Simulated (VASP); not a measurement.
Input of a VASP 6.6.1 run:

INCAR

```
PREC     = Accurate       # precision mode
ENCUT    = 500            # plane-wave cutoff, eV
EDIFF    = 1E-6           # SCF threshold, eV
ISMEAR   = -1             # smearing method
SIGMA    = 0.05           # smearing width, eV
LREAL    = False          # projectors in reciprocal space
LASPH    = True           # aspherical terms in the spheres
NELM     = 120            # most SCF steps
ALGO     = Normal         # electronic algorithm
ISIF     = 2              # what is computed and relaxed
LWAVE    = False          # write WAVECAR
LCHARG   = True           # write CHGCAR
LELF     = True           # ELF
LVHAR    = True         
NBANDS   = 21             # bands
GGA_COMPAT= False
```

The input KPOINTS:

```
Automatic mesh
0
Gamma
  15 15 15
```

File POSCAR:

```
Sn
1.0
   -2.9351608277      2.9351608277      1.6011844130
    2.9351608277     -2.9351608277      1.6011844130
    2.9351608277      2.9351608277     -1.6011844130
Sn
2
Direct
    0.0000000000      0.0000000000      0.0000000000
    0.7500000000      0.2500000000      0.5000000000
```

Potentials or basis: VASP PAW LDA potentials, release 64 (Sn_d).

Command:

```console
$ cat potpaw_LDA.64/Sn_d/POTCAR > POTCAR
$ mpirun -np 1 vasp_std > vasp.out
```

Q: Estimate the pressure.

A: -2.8 GPa.

Q: Predict the band gap on the k mesh.

A: Zero (bands 14 and 15 overlap by 4.17 eV).

Stress tensor (GPa, compression positive):
```
-2.46  0.00  0.00
 0.00 -2.46  0.00
 0.00  0.00 -3.35
```

Caveat: spin-orbit coupling is left out, which moves the levels of the heavy elements.
